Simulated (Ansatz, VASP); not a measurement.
**Sr in VASP and in Ansatz**

```
CELL_PARAMETERS angstrom
4.31000 0.00000 0.00000
-2.15500 3.73257 0.00000
0.00000 0.00000 7.05000
ATOMIC_POSITIONS crystal
Sr 0.37974 0.66667 0.25000
Sr 0.66667 0.33333 0.75000
```

Alike in both runs: task single point; functional PBE; k mesh 6 × 6 × 2; occupations gaussian, width 0.1 eV; no spin polarisation.

|  | VASP | Ansatz |
| --- | --- | --- |
| version | VASP 6.6.1 | Ansatz 0.2.0 |
| potentials or method | VASP PAW PBE potentials, release 64 (Sr_sv), cutoff 520 eV | scalar-relativistic, plane waves, PAW |
| valence electrons in the cell | 20 | 20 |

```csv
,VASP,Ansatz,Ansatz less VASP
gap on the k mesh at the Fermi level (eV),none,none,-
pressure (GPa),-0.2,-0.2,0.00
"traceless stress, the component that is largest in VASP (GPa)",-0.23,-0.23,+0.001
rms of the force components (eV/Å),0.036,0.036,0.0000
```

Atom by atom the forces differ by 0.000 eV/Å (rms over components). A gap of «none» marks a metal or a gap that the smearing closes.

The k mesh is coarse, so the values compare programs but aren't converged.
